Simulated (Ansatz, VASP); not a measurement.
# SnO2 in VASP and in Ansatz

POSCAR

```
SnO2
1.0
    4.7602164773      0.0000000000      0.0000000000
    0.0000000000      4.7602164773      0.0000000000
    0.0000000000      0.0000000000      3.2005650988
Sn O
2 4
Direct
    0.0000000000      0.0000000000      0.0000000000
    0.5000000000      0.5000000000      0.5000000000
    0.3615979068      0.3615979068      0.0000000000
    0.2498109100      0.8615979068      0.5000000000
    0.7498109100      0.7498109100      0.0000000000
    0.8615979068      0.2498109100      0.5000000000
```

Contents of INCAR.step1:

```
PREC = Accurate ; ENCUT = 520
ISMEAR = 0 ; SIGMA = 0.05
LREAL = False ; LASPH = True
NELM = 100 ; NBANDS = 35
GGA = PE ; ALGO = Normal
EDIFF = 1E-4 ; LWAVE = True
LCHARG = False
```

The input INCAR.step2:

```
PREC = Accurate ; ENCUT = 520
EDIFF = 1E-7 ; ISMEAR = 0
SIGMA = 0.05 ; LREAL = False
LASPH = True ; NELM = 100
ALGO = Normal ; ISIF = 2
LWAVE = False ; LCHARG = False
METAGGA = R2SCAN ; LMIXTAU = True
NBANDS = 35 ; ISTART = 1
```

KPOINTS

```
Automatic mesh
0
Gamma
  6 6 8
```

Input for Ansatz:

```yaml
crystal:
  lattice:
    - [4.7602164794, 0.0, 0.0]
    - [0.0, 4.7602164794, 0.0]
    - [0.0, 0.0, 3.2005650981]
  atoms:
    - { symbol: Sn, position: [0.0, 0.0, 0.0] }
    - { symbol: Sn, position: [0.5, 0.5, 0.5] }
    - { symbol: O, position: [0.3615979067, 0.3615979067, 0.0] }
    - { symbol: O, position: [0.2498109101, 0.8615979067, 0.5] }
    - { symbol: O, position: [0.7498109101, 0.7498109101, 0.0] }
    - { symbol: O, position: [0.8615979067, 0.2498109101, 0.5] }
basis:
  ecutwfc: 500
kpoints:
  mp_grid: { grid: [6, 6, 8] }
hamiltonian:
  xc: r2scan
scf:
  occupations: { method: gaussian, width: 0.05 }
output:
  forces: true
  stress: true
  eigenvalues: true
  write_density: true
  write_potential: true
  elf: true
  volumetric_format: npy
```

Change from the starting cell: all O atoms moved +0.375 Å, as atom 3 towards its neighbour atom 5 (O) at 2.613 Å.

Alike in both runs: task single point; functional r2SCAN; k mesh 6 × 6 × 8; occupations gaussian, width 0.05 eV; no spin polarisation.

|  | VASP | Ansatz |
| --- | --- | --- |
| version | VASP 6.6.1 | Ansatz 0.2.0 |
| potentials or method | VASP PAW PBE potentials, release 64 (Sn_d, O), cutoff 520 eV | scalar-relativistic, plane waves, PAW |
| valence electrons in the cell | 52 | 52 |

```csv
,VASP,Ansatz,Ansatz less VASP
gap on the k mesh at the Fermi level (eV),1.95,1.94,-0.001
least direct gap on the mesh (eV),1.95,1.94,-0.001
pressure (GPa),18.4,18.0,-0.48
"traceless stress, the component that is largest in VASP (GPa)",23.59,24.51,+0.922
rms of the force components (eV/Å),4.318,4.399,+0.0810
```

VASP's potentials were made for PBE, not for r2SCAN. Atom by atom the forces differ by 0.113 eV/Å (rms over components).
